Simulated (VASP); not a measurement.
Input of a VASP 6.6.1 run:

The input POSCAR:

```
GaAs
1.0
    0.0000000000      2.8750910500      2.8750910500
    2.8750910500      0.0000000000      2.8750910500
    2.8750910500      2.8750910500      0.0000000000
Ga As
1 1
Direct
    0.0000000000      0.0000000000      0.0000000000
    0.7500000000      0.7500000000      0.7500000000
```

File INCAR.step1:

```
SYSTEM = GaAs
PREC = Accurate
ENCUT = 600
ISMEAR = 0
SIGMA = 0.02
LREAL = .False.
LASPH = .True.
NELM = 100
GGA = PE
ALGO = Normal
EDIFF = 1E-4
LWAVE = .True.
LCHARG = .False.
```

The input INCAR.step2:

```
SYSTEM = GaAs
PREC = Accurate
ENCUT = 600
EDIFF = 1E-6
ISMEAR = 0
SIGMA = 0.02
LREAL = .False.
LASPH = .True.
NELM = 100
ALGO = Normal
ISIF = 3
LWAVE = .False.
LCHARG = .False.
METAGGA = R2SCAN
LMIXTAU = .True.
IBRION = 2
NSW = 100
EDIFFG = -0.002
ISTART = 1
```

KPOINTS

```
regular mesh
0
Gamma
  8 8 8
  0 0 0
```

Potentials or basis: VASP PAW PBE potentials, release 64 (Ga_d, As).

The run is started by

```sh
$ cat potpaw_PBE.64/Ga_d/POTCAR potpaw_PBE.64/As/POTCAR > POTCAR
$ cp INCAR.step1 INCAR
$ mpirun -np 1 vasp_std > vasp.out
$ cp INCAR.step2 INCAR
$ mpirun -np 1 vasp_std > vasp.out
```

**Question.** What does it give for the relaxed volume?

**Answer.** 22.77 Å³/atom.

**Question.** What does it give for the relaxed cell?

**Answer.** a = 4.008 Å, b = 4.008 Å, c = 4.008 Å, α = 60.00°, β = 60.00°, γ = 60.00°.

**Question.** Estimate the space group after relaxing (to 0.05 Å).

**Answer.** F-43m (No. 216).

Final structure:
```
CELL_PARAMETERS angstrom
0.00000 2.83419 2.83419
2.83419 0.00000 2.83419
2.83419 2.83419 0.00000
ATOMIC_POSITIONS crystal
Ga 0.00000 0.00000 0.00000
As 0.75000 0.75000 0.75000
```

Caveat: the PAW data sets were made with another functional, which shifts forces and pressure a little.
